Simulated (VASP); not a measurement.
Write the native input for VASP 6.6.1 that does the following.

```
Task                   : single point
Functional             : PBE
Dispersion             : D3(BJ)
Potentials or basis    : VASP PAW PBE potentials, release 64 (Y_sv, N)
Cutoff                 : 600 eV
k mesh                 : 12 × 12 × 12
Occupations            : gaussian, width 0.01 eV
Spin                   : no spin polarisation
Dipole correction      : no
Further INCAR settings : ALGO = Normal; EDIFF = 1e-06; NBANDS = 15
```

The structure of YN lies in POSCAR:

```
YN
1.0
    0.0000000000      2.4346471678      2.4346471678
    2.4346471678      0.0000000000      2.4346471678
    2.4346471678      2.4346471678      0.0000000000
Y N
1 1
Direct
    0.0000000000      0.0000000000      0.0000000000
    0.5000000000      0.5000000000      0.5000000000
```

One way to write it, as run:

INCAR

```
SYSTEM = YN
PREC = Accurate ; ENCUT = 600
EDIFF = 1E-6 ; ISMEAR = 0
SIGMA = 0.01 ; LREAL = .False.
LASPH = .True. ; NELM = 120
ALGO = Normal ; ISIF = 2
LWAVE = .False. ; LCHARG = .False.
GGA = PE ; IVDW = 12
NBANDS = 15 ; GGA_COMPAT = .False.
```

KPOINTS

```
regular mesh
0
Gamma
  12 12 12
  0 0 0
```

Potentials or basis: VASP PAW PBE potentials, release 64 (Y_sv, N).

The run is started by

```bash
$ cat potpaw_PBE.64/Y_sv/POTCAR potpaw_PBE.64/N/POTCAR > POTCAR
$ mpirun -np 1 vasp_std > vasp.out
```

It gave:

The pressure is -0.3 GPa and the band gap on the k mesh is 0.17 eV (least direct gap 0.55 eV). The dispersion energy per atom is -0.328 eV.

Wall time 21 s on 1 thread of AMD EPYC 9R45 96-Core Processor (Zen 5) (shared host), peak memory 0.18 GiB.
